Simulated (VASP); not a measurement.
# PbS (Galena) (Fm-3m) in VASP: a series of runs, part 2 of 2

VASP 6.6.1. Earlier steps stand in the parts before.

### 3 Single point, LDA

This run uses another cell than the first one, of 27.13 Å³/atom, 1.040 times its volume.

The input, INCAR:

```
SYSTEM = PbS
ALGO = Normal ; EDIFF = 1E-6
ENCUT = 500 ; GGA = CA
GGA_COMPAT = .FALSE. ; ISIF = 2
ISMEAR = 0 ; LASPH = .TRUE.
LCHARG = .TRUE. ; LELF = .TRUE.
LREAL = .FALSE. ; LVHAR = .TRUE.
LWAVE = .FALSE. ; NBANDS = 17
NELM = 120 ; PREC = Accurate
SIGMA = 0.01
```

The input, KPOINTS:

```
k-points
0
G
  6 6 6
  0 0 0
```

The input, POSCAR:

```
PbS
1.0
    0.0000000000      3.0047775019      3.0047775019
    3.0047775019      0.0000000000      3.0047775019
    3.0047775019      3.0047775019      0.0000000000
Pb S
1 1
Direct
    0.0000000000      0.0000000000      0.0000000000
    0.5000000000      0.5000000000      0.5000000000
```

Potentials or basis: VASP PAW LDA potentials, release 64 (Pb_d, S).

Launch:

```sh
$ cat potpaw_LDA.64/Pb_d/POTCAR potpaw_LDA.64/S/POTCAR > POTCAR
$ mpirun -np 1 vasp_std > vasp.out
```

OUTCAR:

```text
SYSTEM = PbS
   EDIFF = 1E-6
   ENCUT = 500
   GGA = CA
   ISIF = 2
   ISMEAR = 0
   LASPH = .TRUE.
   LREAL = .FALSE.
   NELM = 120
   PREC = Accurate

 ion  position               nearest neighbor table
   1  0.000  0.000  0.000-   2 3.00   2 3.00   2 3.00   2 3.00   2 3.00   2 3.00
   2  0.500  0.500  0.500-   1 3.00   1 3.00   1 3.00   1 3.00   1 3.00   1 3.00

  LATTYP: Found a face centered cubic cell.
 ALAT       =     6.0095550038

  Lattice vectors:

[... 497 lines left out ...]

  FORCE on cell =-STRESS in cart. coord.  units (eV):
  Direction    XX          YY          ZZ          XY          YZ          ZX
  --------------------------------------------------------------------------------------
  -------------------------------------------------------------------------------------
  Total       -1.5257362     -1.5257362     -1.5257362     -0.0000000      0.0000000      0.0000000
  in kB      -45.0529332    -45.0529332    -45.0529332     -0.0000000      0.0000000      0.0000000
  external PRESSURE =     -45.0529332 kB  Pullay stress =       0.0000000 kB

 VOLUME and BASIS-vectors are now :
 -----------------------------------------------------------------------------
  energy-cutoff  :      500.00
  volume of cell :       54.26
      direct lattice vectors                 reciprocal lattice vectors
     0.000000000  3.004777502  3.004777502    -0.166401672  0.166401672  0.166401672
     3.004777502  0.000000000  3.004777502     0.166401672 -0.166401672  0.166401672
     3.004777502  3.004777502  0.000000000     0.166401672  0.166401672 -0.166401672

 POSITION                                       TOTAL-FORCE (eV/Angst)
 -----------------------------------------------------------------------------------
      0.00000      0.00000      0.00000         0.000000     -0.000000     -0.000000
      3.00478      3.00478      3.00478         0.000000      0.000000      0.000000
 -----------------------------------------------------------------------------------
    total drift:                                0.000000     -0.000000     -0.000000

  FREE ENERGIE OF THE ION-ELECTRON SYSTEM (eV)
  ---------------------------------------------------
  free  energy   TOTEN  =        -9.9386211216 eV

  energy  without entropy=       -9.9386211216  energy(sigma->0) =       -9.93862112
```

OSZICAR:

```text
N       E                     dE             d eps       ncg     rms          rms(c)
DAV:   1     0.156687028697E+03    0.15669E+03   -0.92726E+03   552   0.118E+03
DAV:   2     0.123587907998E+01   -0.15545E+03   -0.14971E+03   594   0.311E+02
DAV:   3    -0.101215030889E+02   -0.11357E+02   -0.11289E+02   721   0.894E+01
DAV:   4    -0.104110752453E+02   -0.28957E+00   -0.28932E+00   702   0.161E+01
DAV:   5    -0.104229925640E+02   -0.11917E-01   -0.11917E-01   813   0.304E+00    0.419E+00
DAV:   6    -0.994990536164E+01    0.47309E+00   -0.14684E+00   866   0.781E+00    0.292E+00
DAV:   7    -0.994315546826E+01    0.67499E-02   -0.10390E-01   637   0.158E+00    0.168E+00
DAV:   8    -0.993905060529E+01    0.41049E-02   -0.13285E-02   653   0.107E+00    0.306E-01
DAV:   9    -0.993859751864E+01    0.45309E-03   -0.28879E-03   779   0.384E-01    0.841E-02
DAV:  10    -0.993862643250E+01   -0.28914E-04   -0.16835E-04   672   0.723E-02    0.686E-02
DAV:  11    -0.993862124159E+01    0.51909E-05   -0.17114E-05   746   0.407E-02    0.480E-03
DAV:  12    -0.993862112160E+01    0.11999E-06   -0.86731E-07   435   0.131E-02
   1 F= -.99386211E+01 E0= -.99386211E+01  d E =-.240753E-12
```

stdout:

```text
POSCAR found type information on POSCAR PbS
 POSCAR found :  2 types and       2 ions
 scaLAPACK will be used
 LDA part: xc-table for (Slater(with rela. corr.)+CA(PZ))
 , standard interpolation
 POSCAR, INCAR and KPOINTS ok, starting setup
 FFT: planning ... GRIDC
 FFT: planning ... GRID_SOFT
 FFT: planning ... GRID
 WAVECAR not read
 entering main loop
```

Wall time 6.1 s (1 thread of Intel Xeon Platinum 8559C (Emerald Rapids), shared host); peak memory 0.15 GiB.

Results:

```yaml
Free_energy: -9.9386 eV
Pressure: -4.5 GPa
Band_gap_on_the_k_mesh: 0.34 eV, direct
```

Caveat: spin-orbit coupling is left out, which moves the levels of the heavy elements.

### 4 Single point, LDA

This run uses another cell than the first one, of 28.17 Å³/atom, 1.080 times its volume.

The input, INCAR:

```
SYSTEM = PbS
ALGO = Normal
EDIFF = 1E-6
ENCUT = 500
GGA_COMPAT = .FALSE.
ISIF = 2
ISMEAR = 0
LASPH = .TRUE.
LCHARG = .TRUE.
LELF = .TRUE.
LREAL = .FALSE.
LVHAR = .TRUE.
LWAVE = .FALSE.
NBANDS = 17
NELM = 120
PREC = Accurate
SIGMA = 0.01
```

KPOINTS is that of step 3.

The input, POSCAR:

```
PbS
1.0
    0.0000000000      3.0428166983      3.0428166983
    3.0428166983      0.0000000000      3.0428166983
    3.0428166983      3.0428166983      0.0000000000
Pb S
1 1
Direct
    0.0000000000      0.0000000000      0.0000000000
    0.5000000000      0.5000000000      0.5000000000
```

Launch:

```sh
$ cat potpaw_LDA.64/Pb_d/POTCAR potpaw_LDA.64/S/POTCAR > POTCAR
$ mpirun -np 1 vasp_std > vasp.out
```

Wall time 7.5 s (1 thread of Intel Xeon Platinum 8559C (Emerald Rapids), shared host); peak memory 0.15 GiB.

It converged, with:

- Free energy: -9.8705 eV
- Pressure: -6.0 GPa
- Band gap on the k mesh: 0.45 eV, direct

Levels at points of the mesh, in eV from the valence-band top:
```csv
k point,band 7,band 8,band 9,band 10,band 11,band 12,band 13,band 14
"(0.00, 0.00, 0.00)",-6.15,-1.73,-1.73,-1.73,4.91,4.91,4.91,6.89
"(0.50, 0.00, 0.00)",-8.44,-1.38,-1.38,0.00,0.45,2.05,2.05,8.44
"(0.50, 0.50, 0.00)",-7.11,-4.55,-2.91,-2.91,4.11,5.27,5.34,5.34
```

Caveat: spin-orbit coupling is left out, which moves the levels of the heavy elements.

### 5 Single point, LDA

This run uses another cell than the first one, of 29.22 Å³/atom, 1.120 times its volume.

The input, INCAR:

```
SYSTEM = PbS
ALGO = Normal ; EDIFF = 1E-6
ENCUT = 500 ; GGA_COMPAT = .False.
ISIF = 2 ; ISMEAR = 0
LASPH = .True. ; LCHARG = .False.
LREAL = .False. ; LWAVE = .False.
NBANDS = 17 ; NELM = 120
PREC = Accurate ; SIGMA = 0.01
```

The input, KPOINTS:

```
k-points
0
Gamma
  6 6 6
  0 0 0
```

The input, POSCAR:

```
PbS
1.0
    0.0000000000      3.0799278765      3.0799278765
    3.0799278765      0.0000000000      3.0799278765
    3.0799278765      3.0799278765      0.0000000000
Pb S
1 1
Direct
    0.0000000000      0.0000000000      0.0000000000
    0.5000000000      0.5000000000      0.5000000000
```

Potentials or basis: VASP PAW LDA potentials, release 64 (Pb_d, S).

Launch:

```sh
$ cat potpaw_LDA.64/Pb_d/POTCAR potpaw_LDA.64/S/POTCAR > POTCAR
$ mpirun -np 1 vasp_std > vasp.out
```

OUTCAR:

```text
SYSTEM = PbS
   EDIFF = 1E-6
   ENCUT = 500
   ISIF = 2
   ISMEAR = 0
   LASPH = .True.
   LREAL = .False.
   NELM = 120
   PREC = Accurate

 ion  position               nearest neighbor table
   1  0.000  0.000  0.000-   2 3.08   2 3.08   2 3.08   2 3.08   2 3.08   2 3.08
   2  0.500  0.500  0.500-   1 3.08   1 3.08   1 3.08   1 3.08   1 3.08   1 3.08

  LATTYP: Found a face centered cubic cell.
 ALAT       =     6.1598557530

  Lattice vectors:

 A1 = (   0.0000000000,   3.0799278765,   3.0799278765)
 A2 = (   3.0799278765,   0.0000000000,   3.0799278765)
 A3 = (   3.0799278765,   3.0799278765,   0.0000000000)

Analysis of symmetry for initial positions (statically):
=====================================================================
 Subroutine PRICEL returns:
 Original cell was already a primitive cell.

 Routine SETGRP: Setting up the symmetry group for a
 face centered cubic supercell.

 Subroutine GETGRP returns: Found 48 space group operations
 (whereof 48 operations were pure point group operations)
 out of a pool of 48 trial point group operations.

The static configuration has the point symmetry O_h .

Analysis of symmetry for dynamics (positions and initial velocities):
=====================================================================
 Subroutine PRICEL returns:
 Original cell was already a primitive cell.

 Routine SETGRP: Setting up the symmetry group for a
 face centered cubic supercell.

 Subroutine GETGRP returns: Found 48 space group operations
 (whereof 48 operations were pure point group operations)
 out of a pool of 48 trial point group operations.

The dynamic configuration has the point symmetry O_h .

 Subroutine INISYM returns: Found 48 space group operations
 (whereof 48 operations are pure point group operations),
 and found     1 'primitive' translations

[... 99 lines left out ...]
   EFERMI =   0.00;   METHOD = LEGACY
   ISMEAR =     0;   SIGMA  =   0.01  broadening in eV -4-tet -1-fermi 0-gaus
   EFERMI_NEDOS =   21; number of points for ismear=-14 and -15
   IALGO  =     38    algorithm
   IMIX   =      4    mixing-type and parameters
     AMIX     =   0.40;   BMIX     =  1.00
     AMIX_MAG =   1.60;   BMIX_MAG =  1.00
  volume/ion in A,a.u.               =      29.22       197.16
  Fermi-wavevector in a.u.,A,eV,Ry     =   1.145164  2.164046 17.842683  1.311400
  Thomas-Fermi vector in A             =   2.281853
   LORBIT       =      0    0 simple, 1 ext, 2 COOP (PROOUT), +10 PAW based schemes
   GGA     = CA    functional components
   LHFCALC =     F    Hartree Fock is set to
   AEXX    =    0.0000 exact exchange contribution
   IVDW    =     0    specifies the selected vdW correction
   LEPSILON=     F    determine dielectric tensor
   LRPA    =     F    only Hartree local field effects (RPA)
 non-spin polarized calculation
 Gauss-broadening in eV      SIGMA  =   0.01
  energy-cutoff  :      500.00
  volume of cell :       58.43
 maximum number of plane-waves:      1524
   NGX = 15   NGY = 15   NGZ = 15

 number of electron      19.9999994 magnetization

 Free energy of the ion-electron system (eV)
  ---------------------------------------------------
  ext. energy  EPLUGINS =         0.00000000
  ---------------------------------------------------
  free energy    TOTEN  =        -9.78443898 eV

  energy without entropy =       -9.78443898  energy(sigma->0) =       -9.78443898

 E-fermi :   4.1547     XC(G=0):  -9.5225

 val. band max:        4.0920525241   @ k =   0.5000   0.0000   0.0000
 cond. band min:       4.6421274408   @ k =   0.5000   0.0000   0.0000
 fundamental gap:      0.5500749167
 Fermi energy:         4.1547219342

 k-point     1 :       0.0000    0.0000    0.0000
  band No.  band energies     occupation
      1     -12.4429      2.00000
      2     -12.4429      2.00000
      3     -12.4429      2.00000
      4     -12.4310      2.00000
      5     -12.4310      2.00000
      6      -8.4420      2.00000
[... 297 lines left out ...]
      4     -12.4172      2.00000
      5     -12.4026      2.00000
      6      -7.1126      2.00000
[... 9 lines left out ...]
     16      15.6059      0.00000
     17      16.5139      0.00000

------------------------ aborting loop because EDIFF is reached ----------------------------------------

  FORCE on cell =-STRESS in cart. coord.  units (eV):
  Direction    XX          YY          ZZ          XY          YZ          ZX
  --------------------------------------------------------------------------------------
  -------------------------------------------------------------------------------------
  Total       -2.6498862     -2.6498862     -2.6498862     -0.0000000      0.0000000     -0.0000000
  in kB      -72.6584576    -72.6584576    -72.6584576     -0.0000000      0.0000000     -0.0000000
  external PRESSURE =     -72.6584576 kB  Pullay stress =       0.0000000 kB

 VOLUME and BASIS-vectors are now :
 -----------------------------------------------------------------------------
  energy-cutoff  :      500.00
  volume of cell :       58.43
      direct lattice vectors                 reciprocal lattice vectors
     0.000000000  3.079927877  3.079927877    -0.162341464  0.162341464  0.162341464
     3.079927877  0.000000000  3.079927877     0.162341464 -0.162341464  0.162341464
     3.079927877  3.079927877  0.000000000     0.162341464  0.162341464 -0.162341464

 POSITION                                       TOTAL-FORCE (eV/Angst)
 -----------------------------------------------------------------------------------
      0.00000      0.00000      0.00000        -0.000000      0.000000     -0.000000
      3.07993      3.07993      3.07993         0.000000     -0.000000      0.000000
 -----------------------------------------------------------------------------------
    total drift:                                0.000000     -0.000000     -0.000000

  FREE ENERGIE OF THE ION-ELECTRON SYSTEM (eV)
  ---------------------------------------------------
  free  energy   TOTEN  =        -9.7844389765 eV

  energy  without entropy=       -9.7844389765  energy(sigma->0) =       -9.78443898
```

OSZICAR:

```text
N       E                     dE             d eps       ncg     rms          rms(c)
DAV:   1     0.149688023465E+03    0.14969E+03   -0.90908E+03   560   0.111E+03
DAV:   2     0.141942663131E+01   -0.14827E+03   -0.14320E+03   581   0.304E+02
DAV:   3    -0.100276576405E+02   -0.11447E+02   -0.11367E+02   705   0.893E+01
DAV:   4    -0.103274603928E+02   -0.29980E+00   -0.29940E+00   726   0.158E+01
DAV:   5    -0.103386531479E+02   -0.11193E-01   -0.11191E-01   782   0.296E+00    0.384E+00
DAV:   6    -0.979666823835E+01    0.54198E+00   -0.17676E+00   791   0.785E+00    0.264E+00
DAV:   7    -0.979027161688E+01    0.63966E-02   -0.11102E-01   679   0.160E+00    0.158E+00
DAV:   8    -0.978505071896E+01    0.52209E-02   -0.17986E-02   605   0.114E+00    0.428E-01
DAV:   9    -0.978439409777E+01    0.65662E-03   -0.36551E-03   775   0.384E-01    0.129E-01
DAV:  10    -0.978444802428E+01   -0.53927E-04   -0.19929E-04   645   0.764E-02    0.106E-01
DAV:  11    -0.978443908333E+01    0.89410E-05   -0.16743E-05   716   0.377E-02    0.105E-02
DAV:  12    -0.978443897646E+01    0.10687E-06   -0.12004E-06   463   0.127E-02
   1 F= -.97844390E+01 E0= -.97844390E+01  d E =-.916877E-21
```

It took 6.1 s on 1 thread of Intel Xeon Platinum 8559C (Emerald Rapids), shared host; peak memory 0.15 GiB.

Results:

| Property | Result |
| --- | --- |
| Free energy | -9.7844 eV |
| Pressure | -7.3 GPa |
| Band gap on the k mesh | 0.55 eV, direct |

Caveat: spin-orbit coupling is left out, which moves the levels of the heavy elements. A k mesh can miss the band edges.

### 6 The runs side by side

| cell | gap on the mesh (eV) | pressure (GPa) |
| --- | --- | --- |
| a = 4.194 Å, angles 60.0°, 2 atoms | 0.21 | -2.6 |
| a = 4.249 Å, angles 60.0°, 2 atoms | 0.34 | -4.5 |
| a = 4.303 Å, angles 60.0°, 2 atoms | 0.45 | -6.0 |
| a = 4.356 Å, angles 60.0°, 2 atoms | 0.55 | -7.3 |

Alike in all rows: task single point; level LDA; potentials or basis VASP PAW LDA potentials, release 64 (Pb_d, S); no spin polarisation; k mesh 6 × 6 × 6; cutoff (eV) 500; smearing gaussian 0.01 eV.

Caveats: spin-orbit coupling is left out, which moves the levels of the heavy elements.

Absolute energies hang on the potentials; compare differences alone.
